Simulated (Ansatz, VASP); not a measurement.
Au in VASP and in Ansatz

```
Au
1.0
    -1.66824    1.66824    1.66824
     1.66824   -1.66824    1.66824
     1.66824    1.66824   -1.66824
Au
1
Cartesian
  0.0000 0.0000 0.0000
```

Alike in both runs: task single point; functional HSE06; k mesh 6 × 6 × 6; occupations fermi-dirac, width 0.05 eV; no spin polarisation.

```csv
,VASP,Ansatz
version,VASP 6.6.1,Ansatz 0.2.0
potentials or method,"VASP PAW PBE potentials, release 64 (Au)",Ansatz PAW
plane-wave cutoff (eV),520,420
valence electrons in the cell,11,19
```

Ansatz gave:

| Property | Result |
| --- | --- |
| gap on the k mesh at the Fermi level (eV) | none |
| pressure (GPa) | -6.3 |

Problem. Estimate VASP's values.

Solution. gap on the k mesh at the Fermi level (eV): none; pressure (GPa): -6.2.

A gap of «none» marks a metal or a gap that the smearing closes. The functional is the same, so the differences come from potentials, cutoffs and numerics. VASP's potentials hold 11 valence electrons a cell and Ansatz's 19, so a difference there can come from the potentials and not from the codes.

The k mesh is coarse, so the values compare programs but aren't converged. Spin-orbit coupling is off throughout.
